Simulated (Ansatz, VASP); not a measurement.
## One calculation of WSe2, two programs

```xyz
6
Lattice="3.2694 0.0000 0.0000 -1.6347 2.8314 0.0000 0.0000 0.0000 13.6204" Properties=species:S:1:pos:R:3 pbc="T T T"
W     1.6347    0.9438   10.2153
W     0.0000    1.8876    3.4051
Se    0.0000    1.8876   11.8910
Se    1.6347    0.9438    5.0808
Se    0.0000    1.8876    8.5396
Se    1.6347    0.9438    1.7294
```

Alike in both runs: task single point; functional PBEsol; k mesh 12 × 12 × 2; occupations gaussian, width 0.02 eV; no spin polarisation.

|  | VASP | Ansatz |
| --- | --- | --- |
| version | VASP 6.6.1 | Ansatz 0.2.0 |
| potentials or method | VASP PAW PBE potentials, release 64 (W_sv, Se), cutoff 520 eV | scalar-relativistic, plane waves, PAW |
| valence electrons in the cell | 52 | 92 |

Ansatz gave:

* gap on the k mesh at the Fermi level (eV): 1.19
* least direct gap on the mesh (eV): 1.63
* pressure (GPa): -0.2
* traceless stress, the component that is largest in VASP (GPa): -0.34
* rms of the force components (eV/Å): 0.000

Problem. What did VASP give for the same quantities?

Solution. gap on the k mesh at the Fermi level (eV): 1.18; least direct gap on the mesh (eV): 1.62; pressure (GPa): 0.2; traceless stress, the component that is largest in VASP (GPa): -0.24; rms of the force components (eV/Å): 0.029.

VASP's potentials were made for PBE, not for PBEsol. Atom by atom the forces differ by 0.029 eV/Å (rms over components). VASP's potentials hold 52 valence electrons a cell and Ansatz's 92, so a difference there can come from the potentials and not from the codes.

Neither program's run includes spin-orbit coupling.
